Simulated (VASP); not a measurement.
**AgCl: single point with r2SCAN**

AgCl:

```
CELL_PARAMETERS angstrom
0.00000 2.82865 2.71165
2.82865 0.00000 2.71165
2.82865 2.82865 0.00000
ATOMIC_POSITIONS crystal
Ag 0.00000 0.00000 0.00000
Cl 0.50000 0.50000 0.50000
```

This cell differs from its parent crystal: epitaxial xy strain +2.0%.

| Property | Result |
| --- | --- |
| Program | VASP 6.6.1 |
| Task | single point |
| Functional | r2SCAN |
| Potentials or basis | VASP PAW PBE potentials, release 64 (Ag, Cl) |
| Cutoff | 520 eV |
| k mesh | 8 × 8 × 8 |
| Occupations | gaussian, width 0.01 eV |
| Spin | no spin polarisation |
| Dipole correction | no |
| Further INCAR settings | ALGO = Normal; EDIFF = 1e-07; NBANDS = 16 |

```yaml
Pressure: -0.8 GPa
Band_gap_on_the_k_mesh: 1.31 eV (least direct gap 3.64 eV)
```

Stress tensor (GPa, compression positive):
```
-1.12  0.00  0.00
 0.00 -1.12  0.00
 0.00  0.00 -0.11
```

Levels at points of the mesh, in eV from the valence-band top:
```tsv
k point	band 5	band 6	band 7	band 8	band 9	band 10	band 11	band 12	band 13	band 14
(0.00, 0.00, 0.00)	-2.46	-2.46	-2.46	-2.45	-2.44	1.31	11.19	11.19	11.30	12.66
(0.50, 0.00, 0.00)	-2.17	-2.14	-1.83	-0.26	0.00	4.61	6.96	7.96	8.41	13.88
(0.50, 0.50, 0.00)	-2.78	-2.24	-2.05	-2.05	-1.93	2.81	8.06	9.33	11.91	11.91
(0.50, 0.00, 0.50)	-2.82	-2.29	-2.06	-2.03	-1.95	2.85	8.34	8.90	11.89	12.57
```

It took 2.6 min on 1 thread of Intel(R) Xeon(R) Platinum 8488C (Sapphire Rapids), on a shared host, peak memory 0.19 GiB.

Caveat: the cell differs from its parent crystal (epitaxial xy strain +2.0%); the PAW data sets were made with another functional, which shifts forces and pressure a little. A k mesh can miss the band edges.
